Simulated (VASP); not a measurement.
A run of VASP 6.6.1:

Contents of INCAR:

```
ALGO = Normal
EDIFF = 1E-7
ENCUT = 520
GGA = PE
ISIF = 2
ISMEAR = 0
LASPH = True
LCHARG = False
LREAL = False
LWAVE = False
NBANDS = 22
NELM = 60
PREC = Accurate
SIGMA = 0.1
```

File KPOINTS:

```
k-points
0
Gamma
  3 3 8
```

POSCAR

```
Si5O
1.0
    6.6839565968      0.0000000000      0.0000000000
   -3.3419782984      5.7884762106      0.0000000000
    0.0000000000      0.0000000000      2.5596212250
Si O
5 1
Direct
    0.7236052957      0.0000000000      0.0000000000
    0.0000000000      0.7236052957      0.0000000000
    0.2763947043      0.2763947043      0.0000000000
    0.3333333333      0.6666666667      0.0000000000
    0.6666666667      0.3333333333      0.0000000000
    0.0000000000      0.0000000000      0.0000000000
```

Potentials or basis: VASP PAW PBE potentials, release 64 (Si, O).

Launch:

```sh
$ cat potpaw_PBE.64/Si/POTCAR potpaw_PBE.64/O/POTCAR > POTCAR
$ mpirun -np 1 vasp_std > vasp.out
```

Hardware: 1 thread of Intel(R) Xeon(R) 6975P-C (Granite Rapids) (shared host).

**Question.** Estimate the wall time of this run.

**Answer.** It took 17 s on 1 thread of Intel(R) Xeon(R) 6975P-C (Granite Rapids), on a shared host, peak memory 0.21 GiB. Counts: scf iterations 17, k points 15.
